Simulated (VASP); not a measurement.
Here is a VASP 6.6.1 calculation.

INCAR

```
SYSTEM = GaP
ALGO = Normal
EDIFF = 1E-6
ENCUT = 500
GGA = PE
GGA_COMPAT = .FALSE.
ISIF = 2
ISMEAR = 0
LASPH = .TRUE.
LCHARG = .FALSE.
LREAL = .FALSE.
LWAVE = .FALSE.
NBANDS = 16
NELM = 120
PREC = Accurate
SIGMA = 0.02
```

File KPOINTS:

```
k-points
0
G
  8 8 8
  0 0 0
```

File POSCAR:

```
GaP
1.0
    0.0000000000      2.7533028934      2.7533028934
    2.7533028934      0.0000000000      2.7533028934
    2.7533028934      2.7533028934      0.0000000000
Ga P
1 1
Direct
    0.0000000000      0.0000000000      0.0000000000
    0.2500000000      0.2500000000      0.2500000000
```

Potentials or basis: VASP PAW PBE potentials, release 64 (Ga_d, P).

Launch:

```sh
$ cat potpaw_PBE.64/Ga_d/POTCAR potpaw_PBE.64/P/POTCAR > POTCAR
$ mpirun -np 1 vasp_std > vasp.out
```

**Question.** What does it give for the band gap on the k mesh?

**Answer.** 1.57 eV.

**Question.** Predict the pressure.

**Answer.** -0.1 GPa.

A k mesh can miss the band edges.
